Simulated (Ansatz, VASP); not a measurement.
## Rh in VASP and in Ansatz

File INCAR:

```
PREC = Accurate
ENCUT = 520
EDIFF = 1E-6
ISMEAR = 0
SIGMA = 0.15
LREAL = F
LASPH = T
NELM = 60
ALGO = Fast
ISIF = 2
LWAVE = F
LCHARG = F
GGA = PS
NBANDS = 38
```

KPOINTS

```
Automatic mesh
0
Gamma
  18 18 6
```

POSCAR

```
Rh
1.0
    2.6755648908      0.0000000000      0.0000000000
   -1.3377824454      2.3171071649      0.0000000000
    0.0000000000      0.0000000000      8.9602000000
Rh
4
Direct
    0.0000000000      0.0000000000      0.0000000000
    0.3333333333      0.6666666667      0.2500000000
    0.0000000000      0.0000000000      0.5000000000
    0.6666666667      0.3333333333      0.7500000000
```

Input for Ansatz:

```yaml
crystal:
  lattice:
    - [2.6755648908, 0.0, 0.0]
    - [-1.3377824454, 2.3171071649, 0.0]
    - [0.0, 0.0, 8.9602]
  atoms:
    - { symbol: Rh, position: [0.0, 0.0, 0.0] }
    - { symbol: Rh, position: [0.3333333333, 0.6666666667, 0.25] }
    - { symbol: Rh, position: [0.0, 0.0, 0.5] }
    - { symbol: Rh, position: [0.6666666667, 0.3333333333, 0.75] }
basis:
  ecutwfc: 420
kpoints:
  mp_grid: { grid: [18, 18, 6] }
hamiltonian:
  xc: pbesol
  pseudopotentials: { kind: paw, azcp: { folder: soft_1 } }
scf:
  occupations: { method: gaussian, width: 0.15 }
output:
  forces: true
  stress: true
  eigenvalues: true
```

Alike in both runs: task single point; functional PBEsol; k mesh 18 × 18 × 6; occupations gaussian, width 0.15 eV; no spin polarisation.

|  | VASP | Ansatz |
| --- | --- | --- |
| version | VASP 6.6.1 | Ansatz 0.2.0 |
| potentials or method | VASP PAW PBE potentials, release 64 (Rh_pv), cutoff 520 eV | scalar-relativistic, plane waves, PAW |
| valence electrons in the cell | 60 | 68 |

|  | VASP | Ansatz | Ansatz less VASP |
| --- | --- | --- | --- |
| gap on the k mesh at the Fermi level (eV) | none | none | - |
| pressure (GPa) | -7.1 | -6.9 | +0.13 |
| traceless stress, the component that is largest in VASP (GPa) | -5.93 | -5.94 | -0.012 |

VASP's potentials were made for PBE, not for PBEsol, and Ansatz warns of the same on its side. A gap of «none» marks a metal or a gap that the smearing closes. With one functional, cell and mesh, what is left measures potentials, basis and numerics. VASP's potentials hold 60 valence electrons a cell and Ansatz's 68, so a difference there can come from the potentials and not from the codes.
